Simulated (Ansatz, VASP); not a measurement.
Two plane-wave programs on TiAl

Contents of INCAR:

```
SYSTEM = TiAl
PREC     = Accurate       ! precision mode
ENCUT    = 520            ! plane-wave cutoff, eV
EDIFF    = 1E-6           ! SCF threshold, eV
ISMEAR   = 0              ! smearing method
SIGMA    = 0.15           ! smearing width, eV
LREAL    = .FALSE.        ! projectors in reciprocal space
LASPH    = .TRUE.         ! aspherical terms in the spheres
NELM     = 80             ! most SCF steps
ALGO     = Fast           ! electronic algorithm
ISIF     = 2              ! what is computed and relaxed
LWAVE    = .FALSE.        ! write WAVECAR
LCHARG   = .FALSE.        ! write CHGCAR
GGA      = CA             ! functional
NBANDS   = 14             ! bands
```

The input KPOINTS:

```
regular mesh
0
G
  21 21 12
  0 0 0
```

File POSCAR:

```
TiAl
1.0
    2.8120068102      0.0000000000      0.0000000000
   -1.4060034051      2.4352693333      0.0000000000
    0.0000000000      0.0000000000      4.5900455634
Ti Al
1 1
Direct
    0.0000000000      0.0000000000      0.0000000000
    0.3333333333      0.6666666667      0.5000000000
```

Input for Ansatz:

```yaml
crystal:
  lattice:
    - [2.8120068102, 0.0, 0.0]
    - [-1.4060034051, 2.4352693333, 0.0]
    - [0.0, 0.0, 4.5900455634]
  atoms:
    - { symbol: Ti, position: [0.0, 0.0, 0.0] }
    - { symbol: Al, position: [0.3333333333, 0.6666666667, 0.5] }
basis:
  ecutwfc: 520.0
kpoints:
  mp_grid: { grid: [21, 21, 12] }
hamiltonian:
  xc: lda
  pseudopotentials: { kind: paw, azcp: { folder: soft_1 } }
scf:
  occupations: { method: gaussian, width: 0.15 }
output:
  forces: true
  stress: true
  eigenvalues: true
```

Alike in both runs: task single point; functional LDA; k mesh 21 × 21 × 12; occupations gaussian, width 0.15 eV; no spin polarisation.

|  | VASP | Ansatz |
| --- | --- | --- |
| version | VASP 6.6.1 | Ansatz 0.2.0 |
| potentials or method | VASP PAW LDA potentials, release 64 (Ti_sv, Al), cutoff 520 eV | scalar-relativistic, plane waves, PAW |
| valence electrons in the cell | 15 | 15 |

|  | VASP | Ansatz | Ansatz less VASP |
| --- | --- | --- | --- |
| gap on the k mesh at the Fermi level (eV) | none | none | - |
| pressure (GPa) | -0.1 | 0.0 | +0.08 |
| traceless stress, the component that is largest in VASP (GPa) | -0.03 | -0.15 | -0.119 |

Ansatz warns that its potentials were made for another functional, while VASP's fit it. LDA's correlation is that of Perdew and Zunger in VASP and of Perdew and Wang (1992) in Ansatz. A gap of «none» marks a metal or a gap that the smearing closes.
